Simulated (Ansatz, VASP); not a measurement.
NaI: VASP beside Ansatz

The input INCAR:

```
SYSTEM = NaI
PREC = Accurate
ENCUT = 520
EDIFF = 1E-6
ISMEAR = 0
SIGMA = 0.05
LREAL = .False.
LASPH = .True.
NELM = 80
ALGO = Normal
ISIF = 2
LWAVE = .False.
LCHARG = .False.
GGA = PE
IVDW = 12
NBANDS = 22
```

Contents of KPOINTS:

```
Automatic mesh
0
Gamma
  6 6 4
  0 0 0
```

POSCAR

```
NaI
1.0
    4.8795147195      0.0000000000      0.0000000000
    0.0000000000      4.5073838990      0.0000000000
    0.0000000000      0.0000000000      6.9976234184
Na I
2 2
Direct
    0.2500000000      0.5000000000      0.2750310000
    0.7500000000      0.5000000000      0.7249690000
    0.2500000000      0.0000000000      0.7424270000
    0.7500000000      0.0000000000      0.2575730000
```

Input for Ansatz:

```yaml
crystal:
  lattice:
    - [4.8795147195, 0.0, 0.0]
    - [0.0, 4.507383899, 0.0]
    - [0.0, 0.0, 6.9976234184]
  atoms:
    - { symbol: Na, position: [0.25, 0.5, 0.275031] }
    - { symbol: Na, position: [0.75, 0.5, 0.724969] }
    - { symbol: I, position: [0.25, 0.0, 0.742427] }
    - { symbol: I, position: [0.75, 0.0, 0.257573] }
basis:
  ecutwfc: 420
kpoints:
  mp_grid: { grid: [6, 6, 4] }
hamiltonian:
  xc: pbe
  dispersion: d3bj
scf:
  occupations: { method: gaussian, width: 0.05 }
output:
  forces: true
  stress: true
  eigenvalues: true
```

Alike in both runs: task single point; functional PBE; dispersion D3(BJ); k mesh 6 × 6 × 4; occupations gaussian, width 0.05 eV; no spin polarisation.

|  | VASP | Ansatz |
| --- | --- | --- |
| version | VASP 6.6.1 | Ansatz 0.2.0 |
| potentials or method | VASP PAW PBE potentials, release 64 (Na_pv, I), cutoff 520 eV | scalar-relativistic, plane waves, PAW |
| valence electrons in the cell | 28 | 52 |

```csv
,VASP,Ansatz,Ansatz less VASP
gap on the k mesh at the Fermi level (eV),2.09,2.09,+0.001
least direct gap on the mesh (eV),2.24,2.24,+0.001
pressure (GPa),-1.9,-1.9,0.00
"traceless stress, the component that is largest in VASP (GPa)",-1.77,-1.77,-0.003
rms of the force components (eV/Å),0.023,0.023,+0.0001
```

Atom by atom the forces differ by 0.000 eV/Å (rms over components). VASP's potentials hold 28 valence electrons a cell and Ansatz's 52, so a difference there can come from the potentials and not from the codes.

Spin-orbit coupling is off throughout.
